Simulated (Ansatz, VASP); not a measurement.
**Hf: VASP beside Ansatz**

```
CELL_PARAMETERS angstrom
0.00000 2.34358 1.99204
2.34358 0.00000 1.99204
2.34358 2.34358 0.00000
ATOMIC_POSITIONS crystal
Hf 0.00000 0.00000 0.00000
```

Alike in both runs: task single point; functional r2SCAN; k mesh 20 × 20 × 20; occupations gaussian, width 0.15 eV; no spin polarisation.

|  | VASP | Ansatz |
| --- | --- | --- |
| version | VASP 6.6.1 | Ansatz 0.2.0 |
| potentials or method | VASP PAW PBE potentials, release 64 (Hf_pv), cutoff 520 eV | scalar-relativistic, plane waves, PAW |
| valence electrons in the cell | 10 | 26 |

VASP gave:

| Item | Value |
| --- | --- |
| gap on the k mesh at the Fermi level (eV) | none |
| pressure (GPa) | 2.0 |
| traceless stress, the component that is largest in VASP (GPa) | 3.82 |

Task: Estimate Ansatz's values.

Result: gap on the k mesh at the Fermi level (eV): none; pressure (GPa): 2.4; traceless stress, the component that is largest in VASP (GPa): 3.76.

VASP's potentials were made for PBE, not for r2SCAN. A gap of «none» marks a metal or a gap that the smearing closes. The functional is the same, so the differences come from potentials, cutoffs and numerics. VASP's potentials hold 10 valence electrons a cell and Ansatz's 26, so a difference there can come from the potentials and not from the codes.

Spin-orbit coupling is off throughout.
